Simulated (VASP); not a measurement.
# Bi2Se3 (R-3m) in VASP: further runs

Bi2Se3 is run at these levels: revPBE, b88 exchange, pbe correlation, LDA; tasks: single point.

Program: VASP 6.6.1. These are calculated values, not measurements. Logs are shortened: lines on timing, memory, paths and dates and some standing lists are left out, and cuts for length are marked.

### 1 The cell of the first run

It takes space group R-3m (No. 166, trigonal). The conventional cell has a = 4.224 Å, b = 4.224 Å, c = 29.198 Å, α = 90.00°, β = 90.00°, γ = 120.00°. Within 3.8 Å of Bi (site symmetry 3m) lie 6 Se at 2.91 to 3.14 Å. Se (site symmetry 3m) has 3 Bi at 2.91 Å and 3 Se at 3.59 Å within 3.8 Å. Within 4.4 Å of Se (site symmetry -3m) lie 6 Bi at 3.14 Å and 12 Se at 4.22 to 4.31 Å.

### 2 Single point, revPBE

INCAR

```
SYSTEM = Bi2Se3
ALGO = Normal
EDIFF = 1E-7
ENCUT = 520
GGA = RE
ISIF = 2
ISMEAR = -1
LASPH = .TRUE.
LCHARG = .FALSE.
LREAL = .FALSE.
LWAVE = .FALSE.
NBANDS = 32
NELM = 100
PREC = Accurate
SIGMA = 0.05
```

KPOINTS

```
k-points
0
G
  8 8 8
  0 0 0
```

POSCAR

```
Bi2Se3
1.0
    2.1121279616      1.2194376472      9.7325442609
   -2.1121279616      1.2194376472      9.7325442609
    0.0000000000     -2.4388752945      9.7325442609
Bi Se
2 3
Direct
    0.5992000000      0.5992000000      0.5992000000
    0.4008000000      0.4008000000      0.4008000000
    0.7883000000      0.7883000000      0.7883000000
    0.2117000000      0.2117000000      0.2117000000
    0.0000000000      0.0000000000      0.0000000000
```

Potentials or basis: VASP PAW PBE potentials, release 64 (Bi_d, Se).

On the command line:

```sh
$ cat potpaw_PBE.64/Bi_d/POTCAR potpaw_PBE.64/Se/POTCAR > POTCAR
$ mpirun -np 1 vasp_std > vasp.out
```

OUTCAR:

```text
SYSTEM = Bi2Se3
   EDIFF = 1E-7
   ENCUT = 520
   GGA = RE
   ISIF = 2
   ISMEAR = -1
   LASPH = .TRUE.
   LREAL = .FALSE.
   NELM = 100
   PREC = Accurate

 ion  position               nearest neighbor table
   1  0.599  0.599  0.599-   4 2.91   4 2.91   4 2.91   5 3.14   5 3.14   5 3.14
   2  0.401  0.401  0.401-   3 2.91   3 2.91   3 2.91   5 3.14   5 3.14   5 3.14
   3  0.788  0.788  0.788-   2 2.91   2 2.91   2 2.91
   4  0.212  0.212  0.212-   1 2.91   1 2.91   1 2.91
   5  0.000  0.000  0.000-   1 3.14   1 3.14   2 3.14   2 3.14   1 3.14   2 3.14

  LATTYP: Found a trigonal (rhomboedric) cell.
 ALAT       =    10.0334705108
 COS(alpha) =     0.9113725833

  Lattice vectors:

 A1 = (   2.1121279616,   1.2194376472,   9.7325442609)
 A2 = (  -2.1121279616,   1.2194376472,   9.7325442609)
 A3 = (   0.0000000000,  -2.4388752945,   9.7325442609)

Analysis of symmetry for initial positions (statically):
=====================================================================
 Subroutine PRICEL returns:
 Original cell was already a primitive cell.

 Routine SETGRP: Setting up the symmetry group for a
 trigonal (rhombohedral) supercell.

 Subroutine GETGRP returns: Found 12 space group operations
 (whereof 12 operations were pure point group operations)
 out of a pool of 12 trial point group operations.

The static configuration has the point symmetry D_3d.

Analysis of symmetry for dynamics (positions and initial velocities):
=====================================================================
 Subroutine PRICEL returns:
 Original cell was already a primitive cell.

 Routine SETGRP: Setting up the symmetry group for a
 trigonal (rhombohedral) supercell.

 Subroutine GETGRP returns: Found 12 space group operations
 (whereof 12 operations were pure point group operations)
 out of a pool of 12 trial point group operations.

The dynamic configuration has the point symmetry D_3d.

 Subroutine INISYM returns: Found 12 space group operations
 (whereof 12 operations are pure point group operations),
 and found     1 'primitive' translations

----------------------------------------------------------------------------------------

                                     Primitive cell

  volume of cell :     150.4033

  direct lattice vectors                    reciprocal lattice vectors
     2.112127962  1.219437647  9.732544261     0.236728081  0.136675022  0.034249352
    -2.112127962  1.219437647  9.732544261    -0.236728081  0.136675022  0.034249352
     0.000000000 -2.438875294  9.732544261     0.000000000 -0.273350043  0.034249352

  length of vectors
    10.033470511 10.033470511 10.033470511     0.275487321  0.275487321  0.275487321

  position of ions in fractional coordinates (direct lattice)
     0.599200000  0.599200000  0.599200000
     0.400800000  0.400800000  0.400800000
     0.788300000  0.788300000  0.788300000
     0.211700000  0.211700000  0.211700000
     0.000000000  0.000000000  0.000000000

  ion indices of the primitive-cell ions
   primitive index   ion index
                 1           1
                 2           2
                 3           3
                 4           4
                 5           5

----------------------------------------------------------------------------------------

 KPOINTS: k-points

Automatic generation of k-mesh.
 Grid dimensions read from file:
 generate k-points for:    8    8    8

 Generating k-lattice:

  Cartesian coordinates                     Fractional coordinates (reciprocal lattice)
     0.029591010  0.017084378  0.004281169     0.125000000  0.000000000  0.000000000
    -0.029591010  0.017084378  0.004281169     0.000000000  0.125000000  0.000000000
     0.000000000 -0.034168755  0.004281169    -0.000000000 -0.000000000  0.125000000

  Length of vectors
     0.034435915  0.034435915  0.034435915

  Shift w.r.t. Gamma in fractional coordinates (k-lattice)
     0.000000000  0.000000000  0.000000000

 Subroutine IBZKPT returns following result:
 ===========================================

 Found     65 irreducible k-points:

 Following reciprocal coordinates:
            Coordinates               Weight
  0.000000  0.000000  0.000000      1.000000
  0.125000 -0.000000  0.000000      6.000000
  0.250000 -0.000000  0.000000      6.000000
  0.375000 -0.000000 -0.000000      6.000000
  0.500000 -0.000000  0.000000      3.000000
  0.125000  0.125000  0.000000      6.000000
[... 16 lines left out ...]
  0.250000  0.125000  0.125000      6.000000
  0.375000  0.125000  0.125000      6.000000
 [... further k-points ...]
   k-points           NKPTS =     65   k-points in BZ     NKDIM =     65   number of bands    NBANDS=     32
   number of dos      NEDOS =    301   number of ions     NIONS =      5
   total plane-waves  NPLWV = 512000
   dimension x,y,z NGX =    80 NGY =   80 NGZ =   80
   dimension x,y,z NGXF=   160 NGYF=  160 NGZF=  160
   ions per type =               2   3
   NGX,Y,Z   is equivalent  to a cutoff of  13.26, 13.26, 13.26 a.u.
   NGXF,Y,Z  is equivalent  to a cutoff of  26.51, 26.51, 26.51 a.u.
 SYSTEM =  Bi2Se3
   PREC   = accura    normal or accurate (medium, high low for compatibility)
   ISTART =      0    job   : 0-new  1-cont  2-samecut
   ICHARG =      2    charge: 1-file 2-atom 10-const
   ISPIN  =      1    spin polarized calculation?
   LNONCOLLINEAR =      F non collinear calculations
   LSORBIT =      F    spin-orbit coupling
   LASPH  =      T    aspherical Exc in radial PAW
   ENCUT  =  520.0 eV  38.22 Ry    6.18 a.u.  18.66 18.66 18.66*2*pi/ulx,y,z
   NELM   =    100;   NELMIN=  2; NELMDL= -5     # of ELM steps
   EDIFF  = 0.1E-06   stopping-criterion for ELM
   LREAL  =      F    real-space projection
   EDIFFG = 0.1E-05   stopping-criterion for IOM
   NSW    =      0    number of steps for IOM
   IBRION =     -1    ionic relax: 0-MD 1-quasi-New 2-CG
   NFREE  =      0    steps in history (QN), initial steepest desc. (CG)
   ISIF   =      2    stress and relaxation
   ISYM   =      2    0-nonsym 1-usesym 2-fastsym
   POTIM  = 0.5000    time-step for ionic-motion
   TEBEG  =    0.0;   TEEND  =   0.0 temperature during run
   PSTRESS=    0.0 pullay stress
   NELECT =      48.0000    total number of electrons
   NUPDOWN=      -1.0000    fix difference up-down
   EMIN   =  10.00;   EMAX   =-10.00  energy-range for DOS
   EFERMI =   0.00;   METHOD = LEGACY
   ISMEAR =    -1;   SIGMA  =   0.05  broadening in eV -4-tet -1-fermi 0-gaus
   EFERMI_NEDOS =   21; number of points for ismear=-14 and -15
   IALGO  =     38    algorithm
   IMIX   =      4    mixing-type and parameters
     AMIX     =   0.40;   BMIX     =  1.00
     AMIX_MAG =   1.60;   BMIX_MAG =  1.00
  volume/ion in A,a.u.               =      30.08       202.99
  Fermi-wavevector in a.u.,A,eV,Ry     =   1.118758  2.114146 17.029312  1.251619
  Thomas-Fermi vector in A             =   2.255392
   LORBIT       =      0    0 simple, 1 ext, 2 COOP (PROOUT), +10 PAW based schemes
   GGA     = RE    functional components
   LHFCALC =     F    Hartree Fock is set to
   AEXX    =    0.0000 exact exchange contribution
   IVDW    =     0    specifies the selected vdW correction
   LEPSILON=     F    determine dielectric tensor
   LRPA    =     F    only Hartree local field effects (RPA)
 non-spin polarized calculation
  energy-cutoff  :      520.00
  volume of cell :      150.40
 maximum number of plane-waves:      4075
 NGX is ok and might be reduce to    80
   NGX = 37   NGY = 37   NGZ = 37

 number of electron      48.0000003 magnetization

 Free energy of the ion-electron system (eV)
  ---------------------------------------------------
  ext. energy  EPLUGINS =         0.00000000
  ---------------------------------------------------
  free energy    TOTEN  =       -18.68577041 eV

  energy without entropy =      -18.68565152  energy(sigma->0) =      -18.68571097

 E-fermi :   4.5066     XC(G=0):  -9.1188

 val. band max:        4.3468018467   @ k =   0.0000   0.0000   0.0000
 cond. band min:       4.6591164374   @ k =   0.0000   0.0000   0.0000
 fundamental gap:      0.3123145908
 Fermi energy:         4.5065747228

 k-point     1 :       0.0000    0.0000    0.0000
  band No.  band energies     occupation
      1     -18.7518      2.00000
      2     -18.7518      2.00000
      3     -18.7515      2.00000
      4     -18.7511      2.00000
      5     -18.7511      2.00000
      6     -18.7495      2.00000
[... 24 lines left out ...]
     31      10.3539      0.00000
     32      11.3416      0.00000

 k-point     2 :       0.1250   -0.0000    0.0000
  band No.  band energies     occupation
      1     -18.7530      2.00000
      2     -18.7524      2.00000
      3     -18.7492      2.00000
      4     -18.7487      2.00000
      5     -18.7481      2.00000
      6     -18.7475      2.00000
[... 24 lines left out ...]
     31      10.0371      0.00000
     32      10.5958      0.00000

 k-point     3 :       0.2500   -0.0000    0.0000
  band No.  band energies     occupation
      1     -18.7569      2.00000
      2     -18.7554      2.00000
      3     -18.7465      2.00000
      4     -18.7438      2.00000
      5     -18.7428      2.00000
      6     -18.7414      2.00000
[... 24 lines left out ...]
     31       9.1858      0.00000
     32      10.7661      0.00000

 k-point     4 :       0.3750   -0.0000   -0.0000
  band No.  band energies     occupation
      1     -18.7616      2.00000
      2     -18.7592      2.00000
      3     -18.7502      2.00000
      4     -18.7462      2.00000
      5     -18.7413      2.00000
      6     -18.7384      2.00000
[... 654 lines left out ...]
     31      10.3573      0.00000
     32      11.1908      0.00000

 k-point    23 :       0.2500    0.1250    0.1250
  band No.  band energies     occupation
      1     -18.7530      2.00000
      2     -18.7524      2.00000
      3     -18.7492      2.00000
      4     -18.7487      2.00000
      5     -18.7481      2.00000
      6     -18.7475      2.00000
[... 24 lines left out ...]
     31      10.0085      0.00000
     32      10.7559      0.00000

 k-point    24 :       0.3750    0.1250    0.1250
  band No.  band energies     occupation
      1     -18.7569      2.00000
      2     -18.7554      2.00000
      3     -18.7465      2.00000
      4     -18.7438      2.00000
      5     -18.7428      2.00000
      6     -18.7414      2.00000
[... 24 lines left out ...]
     31       9.2680      0.00000
     32      10.8247      0.00000

 [... further k-points ...]
[... 5 lines left out ...]
  --------------------------------------------------------------------------------------
  -------------------------------------------------------------------------------------
  Total        0.1272094      0.1272094      0.2922718      0.0000000     -0.0000000      0.0000000
  in kB        1.3551027      1.3551027      3.1134371      0.0000000     -0.0000000      0.0000000
  external PRESSURE =       1.9412142 kB  Pullay stress =       0.0000000 kB

 VOLUME and BASIS-vectors are now :
 -----------------------------------------------------------------------------
  energy-cutoff  :      520.00
  volume of cell :      150.40
      direct lattice vectors                 reciprocal lattice vectors
     2.112127962  1.219437647  9.732544261     0.236728081  0.136675022  0.034249352
    -2.112127962  1.219437647  9.732544261    -0.236728081  0.136675022  0.034249352
     0.000000000 -2.438875294  9.732544261     0.000000000 -0.273350043  0.034249352

 POSITION                                       TOTAL-FORCE (eV/Angst)
 -----------------------------------------------------------------------------------
      0.00000     -0.00000     17.49522        -0.000000      0.000000     -0.000236
      0.00000     -0.00000     11.70241        -0.000000     -0.000000      0.000236
      0.00000     -0.00000     23.01649        -0.000000      0.000000     -0.261020
      0.00000     -0.00000      6.18114        -0.000000     -0.000000      0.261020
      0.00000      0.00000      0.00000         0.000000      0.000000      0.000000
 -----------------------------------------------------------------------------------
    total drift:                                0.000000      0.000000     -0.000000

  FREE ENERGIE OF THE ION-ELECTRON SYSTEM (eV)
  ---------------------------------------------------
  free  energy   TOTEN  =       -18.6857704097 eV

  energy  without entropy=      -18.6856515209  energy(sigma->0) =      -18.68571097
```

It took 23 min on 1 thread of AMD EPYC 9R45 (Zen 5), shared host; peak memory 1 GiB.

Results:

```
Free energy            : -18.6858 eV
Pressure               : 0.2 GPa
Largest force          : 0.261 eV/Å
Band gap on the k mesh : 0.31 eV
```

Forces on the atoms (eV/Å):
```
Bi   0.000  0.000  0.000
Bi   0.000  0.000  0.000
Se   0.000  0.000 -0.261
Se   0.000  0.000  0.261
Se   0.000  0.000  0.000
```

Caveat: the PAW data sets were made with another functional, which shifts forces and pressure a little; spin-orbit coupling is left out, which moves the levels of the heavy elements. A k mesh can miss the band edges.

### 3 Single point, b88 exchange, pbe correlation

INCAR

```
SYSTEM = Bi2Se3
  ALGO = Normal
  EDIFF = 1E-6
  ENCUT = 500
  GGA = LIBXC
  GGA_COMPAT = .False.
  ISIF = 2
  ISMEAR = -1
  LASPH = .True.
  LCHARG = .True.
  LELF = .True.
  LIBXC1 = GGA_X_B88
  LIBXC2 = GGA_C_PBE
  LREAL = .False.
  LVHAR = .True.
  LWAVE = .False.
  NBANDS = 32
  NELM = 120
  PREC = Accurate
  SIGMA = 0.05
```

KPOINTS

```
k-points
0
Gamma
  8 8 8
  0 0 0
```

POSCAR is that of step 2.

Potentials or basis: VASP PAW PBE potentials, release 64 (Bi_d, Se).

On the command line:

```sh
$ cat potpaw_PBE.64/Bi_d/POTCAR potpaw_PBE.64/Se/POTCAR > POTCAR
$ mpirun -np 1 vasp_std > vasp.out
```

It took 25 min on 1 thread of Intel Xeon Platinum 8259CL at 2.50GHz (Skylake/Cascade Lake), shared host; peak memory 1 GiB.

Results (log left out):

- Free energy: -19.4832 eV
- Pressure: -1.1 GPa
- Largest force: 0.271 eV/Å
- Band gap on the k mesh: 0.25 eV

Forces on the atoms (eV/Å):
```
Bi   0.000  0.000  0.000
Bi   0.000  0.000  0.000
Se   0.000  0.000 -0.271
Se   0.000  0.000  0.271
Se   0.000  0.000  0.000
```

Stress tensor (GPa, compression positive):
```
-1.12  0.00  0.00
 0.00 -1.12  0.00
 0.00  0.00 -1.02
```

Levels at points of the mesh, in eV from the valence-band top:
| k point | band 21 | band 22 | band 23 | band 24 | band 25 | band 26 | band 27 | band 28 |
| --- | --- | --- | --- | --- | --- | --- | --- | --- |
| (0.00, 0.00, 0.00) | -1.66 | -1.03 | -1.03 | 0.00 | 0.25 | 1.44 | 1.44 | 2.13 |
| (0.50, 0.00, 0.00) | -2.73 | -1.91 | -1.06 | -0.50 | 0.89 | 1.94 | 2.98 | 3.03 |
| (0.50, 0.50, 0.00) | -1.73 | -1.68 | -1.42 | -0.90 | 1.40 | 1.99 | 2.53 | 2.90 |
| (0.50, 0.50, 0.50) | -1.45 | -1.18 | -1.18 | -0.42 | 0.68 | 1.72 | 1.72 | 2.00 |

Caveat: the PAW data sets were made with another functional, which shifts forces and pressure a little; spin-orbit coupling is left out, which moves the levels of the heavy elements.

### 4 Single point, LDA (28.38 Å³/atom)

This run uses another cell than the first one, of 28.38 Å³/atom.

INCAR

```
ALGO = Normal ; EDIFF = 1E-7
ENCUT = 520 ; GGA = CA
ISIF = 2 ; ISMEAR = -1
LASPH = True ; LCHARG = True
LELF = True ; LREAL = False
LVHAR = True ; LWAVE = False
NBANDS = 32 ; NELM = 100
PREC = Accurate ; SIGMA = 0.05
```

KPOINTS

```
k-points
0
Gamma
  8 8 8
```

Edit POSCAR of step 3 so:

```diff
@@ -2,5 +2,5 @@
 1.0
-    2.1121279616      1.2194376472      9.7325442609
-   -2.1121279616      1.2194376472      9.7325442609
-    0.0000000000     -2.4388752945      9.7325442609
+    2.0715000000      1.1959810826      9.5453333333
+   -2.0715000000      1.1959810826      9.5453333333
+    0.0000000000     -2.3919621653      9.5453333333
 Bi Se
```

Potentials or basis: VASP PAW LDA potentials, release 64 (Bi_d, Se).

On the command line:

```sh
$ cat potpaw_LDA.64/Bi_d/POTCAR potpaw_LDA.64/Se/POTCAR > POTCAR
$ mpirun -np 1 vasp_std > vasp.out
```

Wall time 18 min (1 thread of AMD EPYC 9R45 (Zen 5), shared host); peak memory 0.8 GiB.

The run converged. Its results:

```
Free energy            : -23.3973 eV
Pressure               : -1.7 GPa
Largest force          : 0.136 eV/Å
Band gap on the k mesh : 0.09 eV
```

Forces in eV/Å, atoms in the order of the input:
```
Bi   0.000  0.000  0.136
Bi   0.000  0.000 -0.136
Se   0.000  0.000  0.020
Se   0.000  0.000 -0.020
Se   0.000  0.000  0.000
```

Stress tensor (GPa, compression positive):
```
-1.61  0.00  0.00
 0.00 -1.61  0.00
 0.00  0.00 -1.74
```

Levels at points of the mesh, in eV from the valence-band top:
| k point | band 20 | band 21 | band 22 | band 23 | band 24 | band 25 | band 26 | band 27 | band 28 | band 29 |
| --- | --- | --- | --- | --- | --- | --- | --- | --- | --- | --- |
| (0.00, 0.00, 0.00) | -1.87 | -1.87 | -1.19 | -1.19 | 0.00 | 0.09 | 1.32 | 1.32 | 2.03 | 2.64 |
| (0.50, 0.00, 0.00) | -3.04 | -3.03 | -2.17 | -1.22 | -0.56 | 0.73 | 1.86 | 2.86 | 3.09 | 4.01 |
| (0.50, 0.50, 0.00) | -2.59 | -1.93 | -1.90 | -1.63 | -1.01 | 1.25 | 1.88 | 2.54 | 2.90 | 3.45 |
| (0.50, 0.50, 0.50) | -1.63 | -1.60 | -1.37 | -1.37 | -0.49 | 0.55 | 1.64 | 1.64 | 1.97 | 2.30 |

Caveat: spin-orbit coupling is left out, which moves the levels of the heavy elements.

### 5 Overview

| level | potentials or basis | cell | cutoff (eV) | gap on the mesh (eV) | pressure (GPa) | largest force (eV/Å) |
| --- | --- | --- | --- | --- | --- | --- |
| revPBE | VASP PAW PBE potentials, release 64 (Bi_d, Se) | a = 10.033 Å, angles 24.3°, 5 atoms | 520 | 0.31 | 0.2 | 0.26 |
| b88 exchange, pbe correlation | VASP PAW PBE potentials, release 64 (Bi_d, Se) | a = 10.033 Å, angles 24.3°, 5 atoms | 500 | 0.25 | -1.1 | 0.27 |
| LDA | VASP PAW LDA potentials, release 64 (Bi_d, Se) | a = 9.840 Å, angles 24.3°, 5 atoms | 520 | 0.09 | -1.7 | 0.14 |

Alike in all rows: task single point; no spin polarisation; k mesh 8 × 8 × 8; smearing fermi-dirac 0.05 eV.

Caveats: spin-orbit coupling is left out, which moves the levels of the heavy elements; the PAW data sets were made with another functional, which shifts forces and pressure a little (at least some runs).

Absolute energies hang on the potentials; compare differences alone.
